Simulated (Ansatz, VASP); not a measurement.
## Two plane-wave programs on Ga7As

```
Ga As
1.0
     0.00000    4.24866    4.24866
     4.24866    0.00000    4.24866
     4.24866    4.24866    0.00000
Ga As
7 1
Direct
  0.50000 0.50000 0.50000
  0.00000 0.00000 0.50000
  0.50000 0.00000 0.50000
  0.00000 0.50000 0.50000
  0.50000 0.50000 0.00000
  0.00000 0.50000 0.00000
  0.50000 0.00000 0.00000
  0.00000 0.00000 0.00000
```

Alike in both runs: task single point; functional r2SCAN; k mesh 6 × 6 × 6; occupations gaussian, width 0.1 eV; no spin polarisation.

|  | VASP | Ansatz |
| --- | --- | --- |
| version | VASP 6.6.1 | Ansatz 0.2.0 |
| potentials or method | VASP PAW PBE potentials, release 64 (Ga_d, As), cutoff 520 eV | scalar-relativistic, plane waves, PAW |
| valence electrons in the cell | 96 | 106 |

|  | VASP | Ansatz | Ansatz less VASP |
| --- | --- | --- | --- |
| gap on the k mesh at the Fermi level (eV) | none | none | - |
| pressure (GPa) | -2.5 | -2.6 | -0.09 |

VASP's potentials were made for PBE, not for r2SCAN. A gap of «none» marks a metal or a gap that the smearing closes. With one functional, cell and mesh, what is left measures potentials, basis and numerics. VASP's potentials hold 96 valence electrons a cell and Ansatz's 106, so a difference there can come from the potentials and not from the codes.
